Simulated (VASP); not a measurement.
Wanted: the native input for a VASP 6.6.1 run.

| Quantity | Value |
| --- | --- |
| Task | single point |
| Functional | PBEsol |
| Potentials or basis | VASP PAW PBE potentials, release 64 (Mg) |
| Cutoff | 520 eV |
| k mesh | 14 × 14 × 14 |
| Occupations | gaussian, width 0.1 eV |
| Spin | no spin polarisation |
| Dipole correction | no |
| Further INCAR settings | ALGO = Normal; EDIFF = 1e-06; NBANDS = 7 |

The structure of Mg lies in POSCAR:

```
Mg
1.0
    0.0330130058      2.2925523891      2.3532819565
    2.3994911875      0.0000000000      2.3862949622
    2.3664781818      2.2925523891      0.0330130058
Mg
1
Direct
    0.0000000000      0.0000000000      0.0000000000
```

This cell differs from its parent crystal: strained.

The input as run:

INCAR

```
PREC = Accurate
ENCUT = 520
EDIFF = 1E-6
ISMEAR = 0
SIGMA = 0.1
LREAL = False
LASPH = True
NELM = 100
ALGO = Normal
ISIF = 2
LWAVE = False
LCHARG = False
GGA = PS
NBANDS = 7
```

KPOINTS

```
regular mesh
0
Gamma
  14 14 14
```

Potentials or basis: VASP PAW PBE potentials, release 64 (Mg).

Run with:

```console
$ cat potpaw_PBE.64/Mg/POTCAR > POTCAR
$ mpirun -np 1 vasp_std > vasp.out
```

Results of the run:

* Pressure: -3.4 GPa
* Band gap on the k mesh: zero (band 1 reaches 3.24 eV, above the bottom of band 2 at 0.65 eV)

Caveat: the cell differs from its parent crystal (strained); the PAW data sets were made with another functional, which shifts forces and pressure a little.

It took 57 s on 1 thread of Intel(R) Xeon(R) Platinum 8259CL CPU @ 2.50GHz (Skylake/Cascade Lake), on a shared host, peak memory 0.26 GiB.
